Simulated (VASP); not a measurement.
**BAs: single point with LDA**

BAs:

```
B As
1.0
     0.00000    2.36627    2.36627
     2.36627    0.00000    2.36627
     2.36627    2.36627    0.00000
B As
1 1
Direct
  0.00000 0.00000 0.00000
  0.25000 0.25000 0.25000
```

| Property | Result |
| --- | --- |
| Program | VASP 6.6.1 |
| Task | single point |
| Functional | LDA |
| Potentials or basis | VASP PAW LDA potentials, release 64 (B, As) |
| Cutoff | 520 eV |
| k mesh | 8 × 8 × 8 |
| Occupations | fermi-dirac, width 0.02 eV |
| Spin | no spin polarisation |
| Dipole correction | no |
| Further INCAR settings | ALGO = Normal; EDIFF = 1e-07; NBANDS = 11 |

```yaml
Pressure: 0.9 GPa
Band_gap_on_the_k_mesh: 1.11 eV, indirect (least direct gap 3.29 eV)
```

Levels at points of the mesh, in eV from the valence-band top:
```tsv
k point	band 1	band 2	band 3	band 4	band 5	band 6	band 7	band 8
(0.00, 0.00, 0.00)	-15.63	0.00	0.00	0.00	3.29	3.29	3.29	5.05
(0.50, 0.00, 0.00)	-12.67	-8.96	-1.87	-1.87	2.86	4.78	4.78	8.75
(0.50, 0.50, 0.00)	-11.35	-8.59	-4.19	-4.19	1.32	1.38	11.50	11.50
```

Run time: 4.3 s on 1 thread of AMD EPYC 9R45 96-Core Processor (Zen 5) (shared host), peak memory 0.11 GiB.

A k mesh can miss the band edges. A hybrid or GW would open this gap; LDA tends to underestimate it.
